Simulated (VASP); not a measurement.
# Te (P3_121) in VASP: single point with r2SCAN

Aim: the single point of Te with r2SCAN.

Everything below comes from runs of VASP 6.6.1. Logs are shortened: lines on timing, memory, paths and dates and some standing lists are left out, and cuts for length are marked.

## (1) The cell of the first run

It takes space group P3_121 (No. 152, trigonal). The conventional cell has a = 4.469 Å, b = 4.469 Å, c = 5.927 Å, α = 90.00°, β = 90.00°, γ = 120.00°. Te (site symmetry 2) has 6 Te at 2.85 to 3.49 Å within 3.8 Å.

## (2) Single point, r2SCAN (34.17 Å³/atom)

Contents of POSCAR:

```
Te
1.0
    4.4693605305      0.0000000000      0.0000000000
   -2.2346802653      3.8705797581      0.0000000000
    0.0000000000      0.0000000000      5.9266289346
Te
3
Direct
    0.2647614219      0.0000000000      0.3333333333
    0.0000000000      0.2647614219      0.6666666667
    0.7352385781      0.7352385781      0.0000000000
```

Contents of INCAR.step1:

```
SYSTEM = Te
PREC     = Accurate       ! precision mode
ENCUT    = 550            ! plane-wave cutoff, eV
ISMEAR   = 0              ! smearing method
SIGMA    = 0.02           ! smearing width, eV
LREAL    = .FALSE.        ! projectors in reciprocal space
LASPH    = .TRUE.         ! aspherical terms in the spheres
NELM     = 120            ! most SCF steps
NBANDS   = 16             ! bands
GGA      = PE             ! functional
ALGO     = Normal         ! electronic algorithm
EDIFF    = 1E-5           ! SCF threshold, eV
LWAVE    = .TRUE.         ! write WAVECAR
LCHARG   = .FALSE.        ! write CHGCAR
GGA_COMPAT= .FALSE.
```

Contents of INCAR.step2:

```
SYSTEM = Te
PREC     = Accurate       ! precision mode
ENCUT    = 550            ! plane-wave cutoff, eV
EDIFF    = 1E-6           ! SCF threshold, eV
ISMEAR   = 0              ! smearing method
SIGMA    = 0.02           ! smearing width, eV
LREAL    = .FALSE.        ! projectors in reciprocal space
LASPH    = .TRUE.         ! aspherical terms in the spheres
NELM     = 120            ! most SCF steps
ALGO     = Normal         ! electronic algorithm
ISIF     = 2              ! what is computed and relaxed
LWAVE    = .FALSE.        ! write WAVECAR
LCHARG   = .FALSE.        ! write CHGCAR
METAGGA  = R2SCAN         ! meta-GGA
LMIXTAU  = .TRUE.       
NBANDS   = 16             ! bands
ISTART   = 1            
GGA_COMPAT= .FALSE.
```

Contents of KPOINTS:

```
Automatic mesh
0
G
  12 12 6
  0 0 0
```

Potentials or basis: VASP PAW PBE potentials, release 64 (Te).

Started as:

```console
cat potpaw_PBE.64/Te/POTCAR > POTCAR
cp INCAR.step1 INCAR
mpirun -np 1 vasp_std > vasp.out
cp INCAR.step2 INCAR
mpirun -np 1 vasp_std > vasp.out
```

OUTCAR:

```text
SYSTEM = Te
   PREC = Accurate
   ENCUT = 550
   EDIFF = 1E-6
   ISMEAR = 0
   LREAL = .FALSE.
   LASPH = .TRUE.
   NELM = 120
   ISIF = 2
   METAGGA = R2SCAN
   ISTART = 1

 ion  position               nearest neighbor table
   1  0.265  0.000  0.333-   3 2.85   2 2.85   3 3.49   3 3.49   2 3.49   2 3.49
   2  0.000  0.265  0.667-   3 2.85   1 2.85   3 3.49   3 3.49   1 3.49   1 3.49
   3  0.735  0.735  0.000-   1 2.85   2 2.85   2 3.49   1 3.49   1 3.49   2 3.49

  LATTYP: Found a hexagonal cell.
 ALAT       =     4.4693605305
 C/A-ratio  =     1.3260574738

  Lattice vectors:

 A1 = (   4.4693605305,   0.0000000000,   0.0000000000)
 A2 = (  -2.2346802653,   3.8705797581,   0.0000000000)
 A3 = (   0.0000000000,   0.0000000000,   5.9266289346)

Analysis of symmetry for initial positions (statically):
=====================================================================
 Subroutine PRICEL returns:
 Original cell was already a primitive cell.

 Routine SETGRP: Setting up the symmetry group for a
 hexagonal supercell.

 Subroutine GETGRP returns: Found  6 space group operations
 (whereof  2 operations were pure point group operations)
 out of a pool of 24 trial point group operations.

The static configuration has the point symmetry C_2 .
 The point group associated with its full space group is D_3 .

Analysis of symmetry for dynamics (positions and initial velocities):
=====================================================================
 Subroutine PRICEL returns:
 Original cell was already a primitive cell.

 Routine SETGRP: Setting up the symmetry group for a
 hexagonal supercell.

 Subroutine GETGRP returns: Found  6 space group operations
 (whereof  2 operations were pure point group operations)
 out of a pool of 24 trial point group operations.

The dynamic configuration has the point symmetry C_2 .
 The point group associated with its full space group is D_3 .

 Subroutine INISYM returns: Found  6 space group operations
 (whereof  2 operations are pure point group operations),
 and found     1 'primitive' translations

----------------------------------------------------------------------------------------

                                     Primitive cell

  volume of cell :     102.5249

  direct lattice vectors                    reciprocal lattice vectors
     4.469360531  0.000000000  0.000000000     0.223745655  0.129179614  0.000000000
    -2.234680265  3.870579758  0.000000000     0.000000000  0.258359228  0.000000000
[... 90 lines left out ...]
   NSW    =      0    number of steps for IOM
   IBRION =     -1    ionic relax: 0-MD 1-quasi-New 2-CG
   NFREE  =      0    steps in history (QN), initial steepest desc. (CG)
   ISIF   =      2    stress and relaxation
   ISYM   =      2    0-nonsym 1-usesym 2-fastsym
   POTIM  = 0.5000    time-step for ionic-motion
   TEBEG  =    0.0;   TEEND  =   0.0 temperature during run
   PSTRESS=    0.0 pullay stress
   NELECT =      18.0000    total number of electrons
   NUPDOWN=      -1.0000    fix difference up-down
   EMIN   =  10.00;   EMAX   =-10.00  energy-range for DOS
   EFERMI =   0.00;   METHOD = LEGACY
   ISMEAR =     0;   SIGMA  =   0.02  broadening in eV -4-tet -1-fermi 0-gaus
   EFERMI_NEDOS =   21; number of points for ismear=-14 and -15
   IALGO  =     38    algorithm
   IMIX   =      4    mixing-type and parameters
     AMIX     =   0.40;   BMIX     =  1.00
     AMIX_MAG =   1.60;   BMIX_MAG =  1.00
  volume/ion in A,a.u.               =      34.17       230.62
  Fermi-wavevector in a.u.,A,eV,Ry     =   0.916690  1.732293 11.433262  0.840321
  Thomas-Fermi vector in A             =   2.041574
   LORBIT       =      0    0 simple, 1 ext, 2 COOP (PROOUT), +10 PAW based schemes
   METAGGA = R2SCAN    functional components
   LHFCALC =     F    Hartree Fock is set to
   AEXX    =    0.0000 exact exchange contribution
   IVDW    =     0    specifies the selected vdW correction
   LEPSILON=     F    determine dielectric tensor
   LRPA    =     F    only Hartree local field effects (RPA)
 non-spin polarized calculation
 Gauss-broadening in eV      SIGMA  =   0.02
  energy-cutoff  :      550.00
  volume of cell :      102.52
 maximum number of plane-waves:      3026
 NGX is ok and might be reduce to    36
   NGX = 17   NGY = 17   NGZ = 23

 number of electron      17.9999997 magnetization

 Free energy of the ion-electron system (eV)
  ---------------------------------------------------
  ext. energy  EPLUGINS =         0.00000000
  ---------------------------------------------------
  free energy    TOTEN  =       -76.23058484 eV

  energy without entropy =      -76.23058484  energy(sigma->0) =      -76.23058484

 E-fermi :   5.7828     XC(G=0):  -9.4576

 val. band max:        5.7029691990   @ k =   0.3333   0.3333   0.5000
 cond. band min:       6.0510407825   @ k =   0.3333   0.3333   0.5000
 fundamental gap:      0.3480715835
 Fermi energy:         5.7827964808

 k-point     1 :       0.0000    0.0000    0.0000
  band No.  band energies     occupation
      1      -8.4592      2.00000
      2      -4.9354      2.00000
      3      -4.9354      2.00000
      4       2.4682      2.00000
      5       2.8205      2.00000
      6       2.8205      2.00000
[... 433 lines left out ...]
      3      -4.0122      2.00000
      4       1.5311      2.00000
      5       1.7215      2.00000
      6       2.5428      2.00000
[... 8 lines left out ...]
     15      12.3094      0.00000
     16      12.7058      0.00000

 [... further k-points ...]

------------------------ aborting loop because EDIFF is reached ----------------------------------------

  FORCE on cell =-STRESS in cart. coord.  units (eV):
  Direction    XX          YY          ZZ          XY          YZ          ZX
  --------------------------------------------------------------------------------------
  -------------------------------------------------------------------------------------
  Total        0.6610497      0.6610497      0.7295449     -0.0000000      0.0000000      0.0000000
  in kB       10.3303626     10.3303626     11.4007513     -0.0000000      0.0000000      0.0000000
  external PRESSURE =      10.6871589 kB  Pullay stress =       0.0000000 kB

 VOLUME and BASIS-vectors are now :
 -----------------------------------------------------------------------------
  energy-cutoff  :      550.00
  volume of cell :      102.52
      direct lattice vectors                 reciprocal lattice vectors
     4.469360531  0.000000000  0.000000000     0.223745655  0.129179614  0.000000000
    -2.234680265  3.870579758  0.000000000     0.000000000  0.258359228  0.000000000
     0.000000000  0.000000000  5.926628935     0.000000000  0.000000000  0.168729983

 POSITION                                       TOTAL-FORCE (eV/Angst)
 -----------------------------------------------------------------------------------
      1.18331      0.00000      1.97554         0.021036      0.000000      0.000000
     -0.59166      1.02478      3.95109        -0.010518      0.018218      0.000000
      1.64302      2.84580      0.00000        -0.010518     -0.018218      0.000000
 -----------------------------------------------------------------------------------
    total drift:                                0.000000     -0.000000      0.000000

  FREE ENERGIE OF THE ION-ELECTRON SYSTEM (eV)
  ---------------------------------------------------
  free  energy   TOTEN  =       -76.2305848365 eV

  energy  without entropy=      -76.2305848365  energy(sigma->0) =      -76.23058484
```

It took 17 min on 1 thread of Oxide Virtual Turin-like, shared host; peak memory 0.31 GiB.

Results:

```
Free energy            : -76.2306 eV
Pressure               : 1.1 GPa
Largest force          : 0.021 eV/Å
Band gap on the k mesh : 0.35 eV
```

Forces in eV/Å, atoms in the order of the input:
```
Te   0.021  0.000  0.000
Te  -0.011  0.018  0.000
Te  -0.011 -0.018  0.000
```

Stress tensor (GPa, compression positive):
```
1.03 0.00 0.00
0.00 1.03 0.00
0.00 0.00 1.14
```

Levels at points of the mesh, in eV from the valence-band top:
| k point | band 6 | band 7 | band 8 | band 9 | band 10 | band 11 | band 12 | band 13 |
| --- | --- | --- | --- | --- | --- | --- | --- | --- |
| (0.00, 0.00, 0.00) | -2.88 | -1.73 | -1.73 | -0.84 | 1.15 | 1.15 | 1.79 | 5.35 |
| (0.50, 0.00, 0.00) | -3.70 | -3.57 | -1.14 | -0.89 | 1.08 | 1.17 | 3.36 | 3.98 |
| (0.00, 0.00, 0.50) | -2.81 | -1.45 | -1.11 | -1.11 | 0.61 | 0.76 | 0.76 | 4.44 |
| (0.50, 0.00, 0.50) | -3.77 | -2.47 | -2.14 | -0.18 | 0.93 | 2.09 | 2.75 | 4.94 |

Caveat: the PAW data sets were made with another functional, which shifts forces and pressure a little; spin-orbit coupling is left out, which moves the levels of the heavy elements. A k mesh can miss the band edges.
